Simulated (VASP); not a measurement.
**Sn: single point with PBEsol+D3(BJ)**

Crystal: Sn.

```
Sn
1.0
    -1.81887    1.81887    1.97044
     1.81887   -1.81887    1.97044
     1.81887    1.81887   -1.97044
Sn
1
Direct
  0.00000 0.00000 0.00000
```

This cell differs from its parent crystal: strain -0.040 along x and y, +0.040 along z.

* Program: VASP 6.6.1
* Task: single point
* Functional: PBEsol
* Dispersion: D3(BJ)
* Potentials or basis: VASP PAW PBE potentials, release 64 (Sn_d)
* Cutoff: 520 eV
* k mesh: 18 × 18 × 18
* Occupations: gaussian, width 0.15 eV
* Spin: no spin polarisation
* Dipole correction: no
* Further INCAR settings: ALGO = Fast; EDIFF = 1e-06; NBANDS = 13

```json
{"Pressure": "-2.4 GPa", "Band gap on the k mesh": "zero (band 7 reaches 16.51 eV, above the bottom of band 8 at 5.91 eV)", "Dispersion energy per atom": "-0.407 eV"}
```

Stress tensor (GPa, compression positive):
```
-2.58  0.00  0.00
 0.00 -2.58  0.00
 0.00  0.00 -1.95
```

Levels at points of the mesh, in eV from the Fermi level:
```tsv
k point	band 4	band 5	band 6	band 7	band 8	band 9	band 10	band 11
(0.00, 0.00, 0.00)	-21.35	-21.31	-11.42	8.06	8.39	8.39	11.57	12.58
(0.50, 0.00, 0.00)	-21.32	-21.23	-6.64	-4.73	4.12	6.03	8.64	8.88
(0.50, 0.50, 0.00)	-21.31	-21.22	-6.11	-4.49	3.12	4.65	7.41	7.58
(0.50, 0.50, 0.50)	-21.24	-21.24	-2.46	-1.50	0.00	0.00	3.68	4.22
```

It took 80 s on 1 thread of AMD EPYC 9R45 96-Core Processor (Zen 5) (shared host), peak memory 0.23 GiB.

Caveat: the cell differs from its parent crystal (strain -0.040 along x and y, +0.040 along z); the PAW data sets were made with another functional, which shifts forces and pressure a little; spin-orbit coupling is left out, which moves the levels of the heavy elements; pairwise dispersion overbinds metals, which lowers pressure and volume.
